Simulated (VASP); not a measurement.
# PbS (P1) in VASP: single point with PBEsol

Aim: the single point of PbS with PBEsol.

All numbers are computed with VASP 6.6.1; they aren't measurements. Logs are shortened: lines on timing, memory, paths and dates and some standing lists are left out, and cuts for length are marked.

## Step 1: The cell of the first run

The typed cell holds 2 atoms: a = 3.631 Å, b = 3.562 Å, c = 3.706 Å, α = 90.04°, β = 92.00°, γ = 91.11°.

## Step 2: Single point, PBEsol (atoms moved at random and the cell strained at random)

INCAR reads:

```
SYSTEM = PbS
  PREC = Accurate
  ENCUT = 520
  EDIFF = 1E-6
  ISMEAR = 0
  SIGMA = 0.1
  LREAL = .False.
  LASPH = .True.
  NELM = 80
  ALGO = Normal
  ISIF = 2
  LWAVE = .False.
  LCHARG = .True.
  GGA = PS
  LELF = .True.
  LVHAR = .True.
  NBANDS = 17
```

KPOINTS reads:

```
Automatic mesh
0
Gamma
  10 10 10
  0 0 0
```

POSCAR reads:

```
PbS
1.0
    3.6299102165     -0.0348193703     -0.0640121057
   -0.0348193703      3.5615137200     -0.0016441466
   -0.0640121057     -0.0016441466      3.7053217383
Pb S
1 1
Direct
   -0.0271809712      0.0008594124      0.0030900530
    0.5271809712      0.4991405876      0.4969099470
```

Potentials or basis: VASP PAW PBE potentials, release 64 (Pb_d, S).

Launch:

```console
cat potpaw_PBE.64/Pb_d/POTCAR potpaw_PBE.64/S/POTCAR > POTCAR
mpirun -np 1 vasp_std > vasp.out
```

OUTCAR:

```text
SYSTEM = PbS
   PREC = Accurate
   ENCUT = 520
   EDIFF = 1E-6
   ISMEAR = 0
   LREAL = .False.
   LASPH = .True.
   NELM = 80
   ISIF = 2
   GGA = PS

 ion  position               nearest neighbor table
   1  0.973  0.001  0.003-   2 3.00   2 3.03   2 3.04   2 3.07   2 3.19   2 3.24   2 3.29   2 3.34

   2  0.527  0.499  0.497-   1 3.00   1 3.03   1 3.04   1 3.07   1 3.19   1 3.24   1 3.29   1 3.34

  LATTYP: Found a triclinic cell.
 ALAT       =     5.0966748734
 B/A-ratio  =     0.7271162241
 C/A-ratio  =     0.6988250950
 COS(alpha) =     0.0007363259
 COS(beta)  =     0.0143236994
 COS(gamma) =     0.7022594185

  Lattice vectors:

 A1 = (   3.5658981108,  -0.0364635169,   3.6413096326)
 A2 = (  -0.0640121057,  -0.0016441466,   3.7053217383)
 A3 = (   0.0348193703,  -3.5615137200,   0.0016441466)

Analysis of symmetry for initial positions (statically):
=====================================================================
 Subroutine PRICEL returns:
 Original cell was already a primitive cell.

 Routine SETGRP: Setting up the symmetry group for a
 triclinic supercell.

 Subroutine GETGRP returns: Found  1 space group operations
 (whereof  1 operations were pure point group operations)
 out of a pool of  2 trial point group operations.

The static configuration has the point symmetry C_1 .

Analysis of symmetry for dynamics (positions and initial velocities):
=====================================================================
 Subroutine PRICEL returns:
 Original cell was already a primitive cell.

 Routine SETGRP: Setting up the symmetry group for a
 triclinic supercell.

 Subroutine GETGRP returns: Found  1 space group operations
 (whereof  1 operations were pure point group operations)
 out of a pool of  2 trial point group operations.

The dynamic configuration has the point symmetry C_1 .

 Subroutine INISYM returns: Found  1 space group operations
 (whereof  1 operations are pure point group operations),
 and found     1 'primitive' translations

----------------------------------------------------------------------------------------

                                     Primitive cell

  volume of cell :      47.8832

  direct lattice vectors                    reciprocal lattice vectors
     3.629910216 -0.034819370 -0.064012106     0.275598757  0.002696608  0.004762364
    -0.034819370  3.561513720 -0.001644147     0.002696608  0.280805931  0.000171187
    -0.064012106 -0.001644147  3.705321738     0.004762364  0.000171187  0.269964446

  length of vectors
     3.630641557  3.561684302  3.705874989     0.275653091  0.280818931  0.270006503
[... 76 lines left out ...]
   LNONCOLLINEAR =      F non collinear calculations
   LSORBIT =      F    spin-orbit coupling
   LASPH  =      T    aspherical Exc in radial PAW
   ENCUT  =  520.0 eV  38.22 Ry    6.18 a.u.   6.75  6.62  6.89*2*pi/ulx,y,z
   NELM   =     80;   NELMIN=  2; NELMDL= -5     # of ELM steps
   EDIFF  = 0.1E-05   stopping-criterion for ELM
   LREAL  =      F    real-space projection
   EDIFFG = 0.1E-04   stopping-criterion for IOM
   NSW    =      0    number of steps for IOM
   IBRION =     -1    ionic relax: 0-MD 1-quasi-New 2-CG
   NFREE  =      0    steps in history (QN), initial steepest desc. (CG)
   ISIF   =      2    stress and relaxation
   ISYM   =      2    0-nonsym 1-usesym 2-fastsym
   POTIM  = 0.5000    time-step for ionic-motion
   TEBEG  =    0.0;   TEEND  =   0.0 temperature during run
   PSTRESS=    0.0 pullay stress
   NELECT =      20.0000    total number of electrons
   NUPDOWN=      -1.0000    fix difference up-down
   EMIN   =  10.00;   EMAX   =-10.00  energy-range for DOS
   EFERMI =   0.00;   METHOD = LEGACY
   ISMEAR =     0;   SIGMA  =   0.10  broadening in eV -4-tet -1-fermi 0-gaus
   EFERMI_NEDOS =   21; number of points for ismear=-14 and -15
   IALGO  =     38    algorithm
   IMIX   =      4    mixing-type and parameters
     AMIX     =   0.40;   BMIX     =  1.00
     AMIX_MAG =   1.60;   BMIX_MAG =  1.00
  volume/ion in A,a.u.               =      23.94       161.57
  Fermi-wavevector in a.u.,A,eV,Ry     =   1.223744  2.312540 20.375382  1.497548
  Thomas-Fermi vector in A             =   2.358843
   LORBIT       =      0    0 simple, 1 ext, 2 COOP (PROOUT), +10 PAW based schemes
   GGA     = PS    functional components
   LHFCALC =     F    Hartree Fock is set to
   AEXX    =    0.0000 exact exchange contribution
   IVDW    =     0    specifies the selected vdW correction
   LEPSILON=     F    determine dielectric tensor
   LRPA    =     F    only Hartree local field effects (RPA)
 non-spin polarized calculation
 Gauss-broadening in eV      SIGMA  =   0.10
  energy-cutoff  :      520.00
  volume of cell :       47.88
 maximum number of plane-waves:      1308
   NGX = 13   NGY = 13   NGZ = 13

 number of electron      20.0000004 magnetization

 Free energy of the ion-electron system (eV)
  ---------------------------------------------------
  ext. energy  EPLUGINS =         0.00000000
  ---------------------------------------------------
  free energy    TOTEN  =        -9.01718036 eV

  energy without entropy =       -9.01467429  energy(sigma->0) =       -9.01592733

 E-fermi :   6.1385     XC(G=0): -10.4308

 val. band max:        6.1260832798   @ k =  -0.2000  -0.2000   0.1000
 cond. band min:       6.1493341437   @ k =   0.1000  -0.2000   0.2000
 fundamental gap:      0.0232508639
 Fermi energy:         6.1384925437

 k-point     1 :       0.0000    0.0000    0.0000
  band No.  band energies     occupation
      1     -10.6221      2.00000
      2     -10.5765      2.00000
      3     -10.3773      2.00000
      4     -10.3757      2.00000
      5     -10.3680      2.00000
      6      -7.1317      2.00000
[... 457 lines left out ...]
      4     -10.4141      2.00000
      5     -10.3908      2.00000
      6      -6.1040      2.00000
[... 9 lines left out ...]
     16      16.6248      0.00000
     17      16.9383      0.00000

 [... further k-points ...]
[... 5 lines left out ...]
  --------------------------------------------------------------------------------------
  -------------------------------------------------------------------------------------
  Total       -0.4613861     -0.0913619     -1.1832749      0.0172655      0.0302643      0.0594585
  in kB      -15.4380300     -3.0569786    -39.5925110      0.5777072      1.0126483      1.9894871
  external PRESSURE =     -19.3625065 kB  Pullay stress =       0.0000000 kB

 VOLUME and BASIS-vectors are now :
 -----------------------------------------------------------------------------
  energy-cutoff  :      520.00
  volume of cell :       47.88
      direct lattice vectors                 reciprocal lattice vectors
     3.629910216 -0.034819370 -0.064012106     0.275598757  0.002696608  0.004762364
    -0.034819370  3.561513720 -0.001644147     0.002696608  0.280805931  0.000171187
    -0.064012106 -0.001644147  3.705321738     0.004762364  0.000171187  0.269964446

 POSITION                                       TOTAL-FORCE (eV/Angst)
 -----------------------------------------------------------------------------------
      3.53102     -0.03082     -0.05082        -0.170839      0.014581      0.045715
      1.86443      1.75852      1.80664         0.170839     -0.014581     -0.045715
 -----------------------------------------------------------------------------------
    total drift:                                0.000165     -0.000041     -0.000141

  FREE ENERGIE OF THE ION-ELECTRON SYSTEM (eV)
  ---------------------------------------------------
  free  energy   TOTEN  =        -9.0171803646 eV

  energy  without entropy=       -9.0146742920  energy(sigma->0) =       -9.01592733
```

OSZICAR:

```text
N       E                     dE             d eps       ncg     rms          rms(c)
DAV:   1     0.154535294433E+03    0.15454E+03   -0.97174E+03 17209   0.127E+03
DAV:   2     0.206540834484E+01   -0.15247E+03   -0.14691E+03 18125   0.320E+02
DAV:   3    -0.928541760278E+01   -0.11351E+02   -0.11131E+02 22696   0.903E+01
DAV:   4    -0.954951136449E+01   -0.26409E+00   -0.26382E+00 21674   0.147E+01
DAV:   5    -0.955882152649E+01   -0.93102E-02   -0.93094E-02 25207   0.272E+00    0.423E+00
DAV:   6    -0.902920939288E+01    0.52961E+00   -0.14202E+00 27457   0.898E+00    0.297E+00
DAV:   7    -0.902207223215E+01    0.71372E-02   -0.10636E-01 19799   0.172E+00    0.164E+00
DAV:   8    -0.901760024755E+01    0.44720E-02   -0.14835E-02 20038   0.105E+00    0.176E-01
DAV:   9    -0.901714862060E+01    0.45163E-03   -0.27246E-03 26627   0.342E-01    0.940E-02
DAV:  10    -0.901718790580E+01   -0.39285E-04   -0.23049E-04 21499   0.110E-01    0.579E-02
DAV:  11    -0.901718071428E+01    0.71915E-05   -0.27029E-05 24079   0.391E-02    0.115E-02
DAV:  12    -0.901718036462E+01    0.34966E-06   -0.21777E-06 17440   0.983E-03
   1 F= -.90171804E+01 E0= -.90159273E+01  d E =-.250607E-02
```

stdout:

```text
POSCAR found type information on POSCAR PbS
 POSCAR found :  2 types and       2 ions
 scaLAPACK will be used
 -----------------------------------------------------------------------------
|                                                                             |
|                                                                             |
|     You enforced a specific xc type in the INCAR file but a different       |
|     I HOPE YOU KNOW WHAT YOU ARE DOING!                                     |
|                                                                             |
 -----------------------------------------------------------------------------

 LDA part: xc-table for (Slater+PW92), standard interpolation
 POSCAR, INCAR and KPOINTS ok, starting setup
 FFT: planning ... GRIDC
 FFT: planning ... GRID_SOFT
 FFT: planning ... GRID
 WAVECAR not read
 entering main loop
```

Wall time 8.7 min (1 thread of AMD EPYC 7R43 (Zen 3), shared host); peak memory 0.43 GiB.

Results:

```yaml
Free_energy: -9.0172 eV
Pressure: -1.9 GPa
Largest_force: 0.177 eV/Å
Band_gap_on_the_k_mesh: zero (band 10 reaches 6.24 eV, above the bottom of band 11 at 5.59 eV)
```

Forces in eV/Å, atoms in the order of the input:
```
Pb  -0.171  0.015  0.046
S    0.171 -0.015 -0.046
```

Stress tensor (GPa, compression positive):
```
-1.54  0.06  0.20
 0.06 -0.31  0.10
 0.20  0.10 -3.96
```

Caveat: the cell differs from its parent crystal (atoms moved at random and the cell strained at random); the PAW data sets were made with another functional, which shifts forces and pressure a little; spin-orbit coupling is left out, which moves the levels of the heavy elements.
